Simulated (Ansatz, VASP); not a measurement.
## Two plane-wave programs on ZnSe

Contents of INCAR:

```
SYSTEM = ZnSe
  ALGO = Normal
  EDIFF = 1E-6
  ENCUT = 520
  GGA = PS
  ISIF = 2
  ISMEAR = 0
  LASPH = .True.
  LCHARG = .False.
  LREAL = .False.
  LWAVE = .False.
  NBANDS = 16
  NELM = 100
  PREC = Accurate
  SIGMA = 0.05
```

KPOINTS

```
k-points
0
Gamma
  12 12 12
  0 0 0
```

The input POSCAR:

```
ZnSe
1.0
    0.0000000000      2.4857813196      2.4857813196
    2.4857813196      0.0000000000      2.4857813196
    2.4857813196      2.4857813196      0.0000000000
Se Zn
1 1
Direct
    0.0000000000      0.0000000000      0.0000000000
    0.5000000000      0.5000000000      0.5000000000
```

Input for Ansatz:

```yaml
crystal:
  lattice:
    - [0.0, 2.4857813196, 2.4857813196]
    - [2.4857813196, 0.0, 2.4857813196]
    - [2.4857813196, 2.4857813196, 0.0]
  atoms:
    - { symbol: Se, position: [0.0, 0.0, 0.0] }
    - { symbol: Zn, position: [0.5, 0.5, 0.5] }
basis:
  ecutwfc: 420
  ecutrho_ratio: 4
kpoints:
  mp_grid: { grid: [12, 12, 12] }
hamiltonian:
  xc: pbesol
scf:
  occupations: { method: gaussian, width: 0.05 }
output:
  forces: true
  stress: true
  eigenvalues: true
```

Alike in both runs: task single point; functional PBEsol; k mesh 12 × 12 × 12; occupations gaussian, width 0.05 eV; no spin polarisation.

|  | VASP | Ansatz |
| --- | --- | --- |
| version | VASP 6.6.1 | Ansatz 0.2.0 |
| potentials or method | VASP PAW PBE potentials, release 64 (Se, Zn), cutoff 520 eV | scalar-relativistic, plane waves, PAW |
| valence electrons in the cell | 18 | 28 |

|  | VASP | Ansatz | Ansatz less VASP |
| --- | --- | --- | --- |
| gap on the k mesh at the Fermi level (eV) | none | none | - |
| pressure (GPa) | 22.2 | 21.5 | -0.71 |

VASP's potentials were made for PBE, not for PBEsol. A gap of «none» marks a metal or a gap that the smearing closes. The functional is the same, so the differences come from potentials, cutoffs and numerics. VASP's potentials hold 18 valence electrons a cell and Ansatz's 28, so a difference there can come from the potentials and not from the codes.
